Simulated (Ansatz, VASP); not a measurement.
# AlO2 in VASP and in Ansatz

The input INCAR:

```
SYSTEM = AlO2
PREC = Accurate ; ENCUT = 600
EDIFF = 1E-6 ; ISMEAR = 0
SIGMA = 0.1 ; LREAL = .False.
LASPH = .True. ; NELM = 200
ALGO = Normal ; ISIF = 2
LWAVE = .False. ; LCHARG = .False.
ISPIN = 2 ; MAGMOM = 0 0 0 0 0.5 0.5
LORBIT = 11 ; GGA = PE
NBANDS = 28 ; GGA_COMPAT = .False.
KPAR = 4
```

KPOINTS

```
regular mesh
0
Gamma
  12 12 10
  0 0 0
```

The input POSCAR:

```
AlO2
1.0
    1.4881620000     -5.4028330000      0.0000000000
    1.4881620000      5.4028330000      0.0000000000
    0.0000000000      0.0000000000      3.6466120000
Al O
2 4
Direct
    0.3318670000      0.6681330000      0.2500000000
    0.6681330000      0.3318670000      0.7500000000
    0.7058160000      0.2941840000      0.2500000000
    0.2941840000      0.7058160000      0.7500000000
    0.9389280000      0.0610720000      0.2500000000
    0.0610720000      0.9389280000      0.7500000000
```

Input for Ansatz:

```yaml
crystal:
  lattice:
    - [1.488162, -5.402833, 0.0]
    - [1.488162, 5.402833, 0.0]
    - [0.0, 0.0, 3.646612]
  atoms:
    - { symbol: Al, position: [0.331867, 0.668133, 0.25] }
    - { symbol: Al, position: [0.668133, 0.331867, 0.75] }
    - { symbol: O, position: [0.705816, 0.294184, 0.25] }
    - { symbol: O, position: [0.294184, 0.705816, 0.75] }
    - { symbol: O, position: [0.938928, 0.061072, 0.25], spin: 0.5 }
    - { symbol: O, position: [0.061072, 0.938928, 0.75], spin: 0.5 }
basis:
  ecutwfc: 420
kpoints:
  mp_grid: { grid: [12, 12, 10] }
hamiltonian:
  xc: pbe
scf:
  occupations: { method: gaussian, width: 0.1 }
  lower_state_search: "off"
output:
  forces: true
  stress: true
  eigenvalues: true
  populations: true
magnetization:
  spin_polarized: true
```

Alike in both runs: task single point; functional PBE; k mesh 12 × 12 × 10; occupations gaussian, width 0.1 eV; collinear spin.

|  | VASP | Ansatz |
| --- | --- | --- |
| version | VASP 6.6.1 | Ansatz 0.2.0 |
| potentials or method | VASP PAW PBE potentials, release 64 (Al, O), cutoff 600 eV | scalar-relativistic, plane waves, PAW |
| valence electrons in the cell | 30 | 30 |

VASP gave:

* gap on the k mesh at the Fermi level (eV): none
* pressure (GPa): -0.7
* traceless stress, the component that is largest in VASP (GPa): -0.24
* rms of the force components (eV/Å): 0.013
* net moment per atom (μB): 0.32
* size of the moment on the site where the two differ most (μB): 0.73

Q: Estimate Ansatz's values.

A: gap on the k mesh at the Fermi level (eV): none; pressure (GPa): -0.3; traceless stress, the component that is largest in VASP (GPa): -0.25; rms of the force components (eV/Å): 0.016; net moment per atom (μB): 0.32; size of the moment on the site where the two differ most (μB): 0.74.

Site moments also hang on the region over which each program counts them. Atom by atom the forces differ by 0.004 eV/Å (rms over components). A gap of «none» marks a metal or a gap that the smearing closes.
